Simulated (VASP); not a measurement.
# SnO2 (R-3m) in VASP: further runs, part 2 of 2

VASP 6.6.1. Earlier steps stand in the parts before.

## 3. Single point, LDA (strain +0.0600 x Voigt [0, 0, 1, 0, 0, 0])

INCAR reads:

```
SYSTEM = SnO2
PREC     = Accurate       ! precision mode
ENCUT    = 520            ! plane-wave cutoff, eV
EDIFF    = 1E-7           ! SCF threshold, eV
ISMEAR   = 0              ! smearing method
SIGMA    = 0.05           ! smearing width, eV
LREAL    = .False.        ! projectors in reciprocal space
LASPH    = .True.         ! aspherical terms in the spheres
NELM     = 100            ! most SCF steps
ALGO     = Normal         ! electronic algorithm
ISIF     = 2              ! what is computed and relaxed
LWAVE    = .False.        ! write WAVECAR
LCHARG   = .False.        ! write CHGCAR
GGA      = CA             ! functional
NBANDS   = 20             ! bands
```

KPOINTS reads:

```
Automatic mesh
0
Gamma
  12 12 12
  0 0 0
```

POSCAR reads:

```
SnO2
1.0
    1.6170930752      0.9336291223      5.0886281390
   -1.6170930752      0.9336291223      5.0886281390
    0.0000000000     -1.8672582446      5.0886281390
Sn O
1 2
Direct
    0.5000000000      0.5000000000      0.5000000000
    0.2371700000      0.2371700000      0.2371700000
    0.7628300000      0.7628300000      0.7628300000
```

Potentials or basis: VASP PAW LDA potentials, release 64 (Sn_d, O).

Run with:

```sh
$ cat potpaw_LDA.64/Sn_d/POTCAR potpaw_LDA.64/O/POTCAR > POTCAR
$ mpirun -np 1 vasp_std > vasp.out
```

OUTCAR:

```text
SYSTEM = SnO2
   PREC = Accurate
   ENCUT = 520
   EDIFF = 1E-7
   ISMEAR = 0
   LREAL = .False.
   LASPH = .True.
   NELM = 100
   ISIF = 2
   GGA = CA

 ion  position               nearest neighbor table
   1  0.500  0.500  0.500-   2 2.16   2 2.16   3 2.16   3 2.16   2 2.16   3 2.16
   2  0.237  0.237  0.237-   1 2.16   1 2.16   1 2.16
   3  0.763  0.763  0.763-   1 2.16   1 2.16   1 2.16

  LATTYP: Found a trigonal (rhomboedric) cell.
 ALAT       =     5.4204049377
 COS(alpha) =     0.8219932111

  Lattice vectors:

 A1 = (   1.6170930752,   0.9336291223,   5.0886281390)
 A2 = (  -1.6170930752,   0.9336291223,   5.0886281390)
 A3 = (   0.0000000000,  -1.8672582446,   5.0886281390)

Analysis of symmetry for initial positions (statically):
=====================================================================
 Subroutine PRICEL returns:
 Original cell was already a primitive cell.

 Routine SETGRP: Setting up the symmetry group for a
 trigonal (rhombohedral) supercell.

 Subroutine GETGRP returns: Found 12 space group operations
 (whereof 12 operations were pure point group operations)
 out of a pool of 12 trial point group operations.

The static configuration has the point symmetry D_3d.

Analysis of symmetry for dynamics (positions and initial velocities):
=====================================================================
 Subroutine PRICEL returns:
 Original cell was already a primitive cell.

 Routine SETGRP: Setting up the symmetry group for a
 trigonal (rhombohedral) supercell.

 Subroutine GETGRP returns: Found 12 space group operations
 (whereof 12 operations were pure point group operations)
 out of a pool of 12 trial point group operations.

The dynamic configuration has the point symmetry D_3d.

 Subroutine INISYM returns: Found 12 space group operations
 (whereof 12 operations are pure point group operations),
 and found     1 'primitive' translations

----------------------------------------------------------------------------------------

                                     Primitive cell

  volume of cell :      46.0958

  direct lattice vectors                    reciprocal lattice vectors
     1.617093075  0.933629122  5.088628139     0.309196797  0.178514854  0.065505540
    -1.617093075  0.933629122  5.088628139    -0.309196797  0.178514854  0.065505540
     0.000000000 -1.867258245  5.088628139     0.000000000 -0.357029708  0.065505540

  length of vectors
     5.420404938  5.420404938  5.420404938     0.362989240  0.362989240  0.362989240

  position of ions in fractional coordinates (direct lattice)
     0.500000000  0.500000000  0.500000000
     0.237170000  0.237170000  0.237170000
     0.762830000  0.762830000  0.762830000

  ion indices of the primitive-cell ions
   primitive index   ion index
                 1           1
                 2           2
                 3           3

----------------------------------------------------------------------------------------

 KPOINTS: Automatic mesh

Automatic generation of k-mesh.
 Grid dimensions read from file:
 generate k-points for:   12   12   12

 Generating k-lattice:

  Cartesian coordinates                     Fractional coordinates (reciprocal lattice)
     0.025766400  0.014876238  0.005458795     0.083333333 -0.000000000 -0.000000000
    -0.025766400  0.014876238  0.005458795    -0.000000000  0.083333333 -0.000000000
     0.000000000 -0.029752476  0.005458795    -0.000000000 -0.000000000  0.083333333

  Length of vectors
     0.030249103  0.030249103  0.030249103

  Shift w.r.t. Gamma in fractional coordinates (k-lattice)
     0.000000000  0.000000000  0.000000000

 Subroutine IBZKPT returns following result:
 ===========================================

 Found    189 irreducible k-points:

 Following reciprocal coordinates:
            Coordinates               Weight
  0.000000  0.000000  0.000000      1.000000
  0.083333  0.000000  0.000000      6.000000
  0.166667 -0.000000  0.000000      6.000000
  0.250000  0.000000  0.000000      6.000000
  0.333333  0.000000  0.000000      6.000000
  0.416667  0.000000  0.000000      6.000000
[... 16 lines left out ...]
  0.500000  0.166667  0.000000     12.000000
 -0.416667  0.166667 -0.000000     12.000000
 [... further k-points ...]
   k-points           NKPTS =    189   k-points in BZ     NKDIM =    189   number of bands    NBANDS=     20
   number of dos      NEDOS =    301   number of ions     NIONS =      3
   total plane-waves  NPLWV =  64000
   dimension x,y,z NGX =    40 NGY =   40 NGZ =   40
   dimension x,y,z NGXF=    80 NGYF=   80 NGZF=   80
   ions per type =               1   2
   NGX,Y,Z   is equivalent  to a cutoff of  12.27, 12.27, 12.27 a.u.
   NGXF,Y,Z  is equivalent  to a cutoff of  24.54, 24.54, 24.54 a.u.
 SYSTEM =  SnO2
   PREC   = accura    normal or accurate (medium, high low for compatibility)
   ISTART =      0    job   : 0-new  1-cont  2-samecut
   ICHARG =      2    charge: 1-file 2-atom 10-const
   ISPIN  =      1    spin polarized calculation?
   LNONCOLLINEAR =      F non collinear calculations
   LSORBIT =      F    spin-orbit coupling
   LASPH  =      T    aspherical Exc in radial PAW
   ENCUT  =  520.0 eV  38.22 Ry    6.18 a.u.  10.08 10.08 10.08*2*pi/ulx,y,z
   NELM   =    100;   NELMIN=  2; NELMDL= -5     # of ELM steps
   EDIFF  = 0.1E-06   stopping-criterion for ELM
   LREAL  =      F    real-space projection
   EDIFFG = 0.1E-05   stopping-criterion for IOM
   NSW    =      0    number of steps for IOM
   IBRION =     -1    ionic relax: 0-MD 1-quasi-New 2-CG
   NFREE  =      0    steps in history (QN), initial steepest desc. (CG)
   ISIF   =      2    stress and relaxation
   ISYM   =      2    0-nonsym 1-usesym 2-fastsym
   POTIM  = 0.5000    time-step for ionic-motion
   TEBEG  =    0.0;   TEEND  =   0.0 temperature during run
   PSTRESS=    0.0 pullay stress
   NELECT =      26.0000    total number of electrons
   NUPDOWN=      -1.0000    fix difference up-down
   EMIN   =  10.00;   EMAX   =-10.00  energy-range for DOS
   EFERMI =   0.00;   METHOD = LEGACY
   ISMEAR =     0;   SIGMA  =   0.05  broadening in eV -4-tet -1-fermi 0-gaus
   EFERMI_NEDOS =   21; number of points for ismear=-14 and -15
   IALGO  =     38    algorithm
   IMIX   =      4    mixing-type and parameters
     AMIX     =   0.40;   BMIX     =  1.00
     AMIX_MAG =   1.60;   BMIX_MAG =  1.00
  volume/ion in A,a.u.               =      15.37       103.69
  Fermi-wavevector in a.u.,A,eV,Ry     =   1.352629  2.556099 24.893305  1.829606
  Thomas-Fermi vector in A             =   2.479952
   LORBIT       =      0    0 simple, 1 ext, 2 COOP (PROOUT), +10 PAW based schemes
   GGA     = CA    functional components
   LHFCALC =     F    Hartree Fock is set to
   AEXX    =    0.0000 exact exchange contribution
   IVDW    =     0    specifies the selected vdW correction
   LEPSILON=     F    determine dielectric tensor
   LRPA    =     F    only Hartree local field effects (RPA)
 non-spin polarized calculation
 Gauss-broadening in eV      SIGMA  =   0.05
  energy-cutoff  :      520.00
  volume of cell :       46.10
 maximum number of plane-waves:      1258
   NGX = 21   NGY = 21   NGZ = 21

 number of electron      26.0000007 magnetization

 Free energy of the ion-electron system (eV)
  ---------------------------------------------------
  ext. energy  EPLUGINS =         0.00000000
  ---------------------------------------------------
  free energy    TOTEN  =       -20.28230351 eV

  energy without entropy =      -20.28230351  energy(sigma->0) =      -20.28230351

 E-fermi :   2.5944     XC(G=0): -10.2282

 val. band max:        2.2694536731   @ k =  -0.1667   0.1667   0.0000
 cond. band min:       4.0688007712   @ k =   0.0000   0.0000   0.0000
 fundamental gap:      1.7993470981
 Fermi energy:         2.5944208410

 k-point     1 :       0.0000    0.0000    0.0000
  band No.  band energies     occupation
      1     -17.5330      2.00000
      2     -17.4257      2.00000
      3     -17.4257      2.00000
      4     -17.2440      2.00000
      5     -17.2440      2.00000
      6     -15.2119      2.00000
[... 12 lines left out ...]
     19      18.9237      0.00000
     20      19.1358      0.00000
[... 507 lines left out ...]
 k-point    24 :      -0.4167    0.1667   -0.0000
  band No.  band energies     occupation
      1     -17.9783      2.00000
      2     -17.4721      2.00000
      3     -17.3567      2.00000
      4     -17.2121      2.00000
      5     -17.1938      2.00000
      6     -13.6280      2.00000
[... 12 lines left out ...]
     19      14.8384      0.00000
     20      16.0000      0.00000

 [... further k-points ...]
[... 5 lines left out ...]
  --------------------------------------------------------------------------------------
  -------------------------------------------------------------------------------------
  Total       -3.4628482     -3.4628482     -3.5113593      0.0000000      0.0000000     -0.0000000
  in kB     -120.3601340   -120.3601340   -122.0462631      0.0000000      0.0000000     -0.0000000
  external PRESSURE =    -120.9221770 kB  Pullay stress =       0.0000000 kB

 VOLUME and BASIS-vectors are now :
 -----------------------------------------------------------------------------
  energy-cutoff  :      520.00
  volume of cell :       46.10
      direct lattice vectors                 reciprocal lattice vectors
     1.617093075  0.933629122  5.088628139     0.309196797  0.178514854  0.065505540
    -1.617093075  0.933629122  5.088628139    -0.309196797  0.178514854  0.065505540
     0.000000000 -1.867258245  5.088628139     0.000000000 -0.357029708  0.065505540

 POSITION                                       TOTAL-FORCE (eV/Angst)
 -----------------------------------------------------------------------------------
      0.00000      0.00000      7.63294        -0.000000      0.000000      0.000000
      0.00000      0.00000      3.62061         0.000000      0.000000     -1.358721
      0.00000      0.00000     11.64527         0.000000     -0.000000      1.358721
 -----------------------------------------------------------------------------------
    total drift:                               -0.000000      0.000000      0.000000

  FREE ENERGIE OF THE ION-ELECTRON SYSTEM (eV)
  ---------------------------------------------------
  free  energy   TOTEN  =       -20.2823035078 eV

  energy  without entropy=      -20.2823035078  energy(sigma->0) =      -20.28230351
```

Run time: 9.8 min. Hardware: 1 thread of AMD EPYC 7R13, shared host; peak memory 0.28 GiB.

Results:

- Free energy: -20.2823 eV
- Pressure: -12.1 GPa
- Largest force: 1.359 eV/Å
- Band gap on the k mesh: 1.80 eV, indirect (least direct gap 1.93 eV)

Forces in eV/Å, atoms in the order of the input:
```
Sn   0.000  0.000  0.000
O    0.000  0.000 -1.359
O    0.000  0.000  1.359
```

Stress tensor (GPa, compression positive):
```
-12.04   0.00   0.00
  0.00 -12.04   0.00
  0.00   0.00 -12.20
```

Caveat: the cell differs from its parent crystal (strain +0.0600 x Voigt [0, 0, 1, 0, 0, 0]); spin-orbit coupling is left out, which moves the levels of the heavy elements; forces of over 1 eV/Å act on the atoms, so gaps and moduli don't describe the material at rest. A k mesh can miss the band edges.
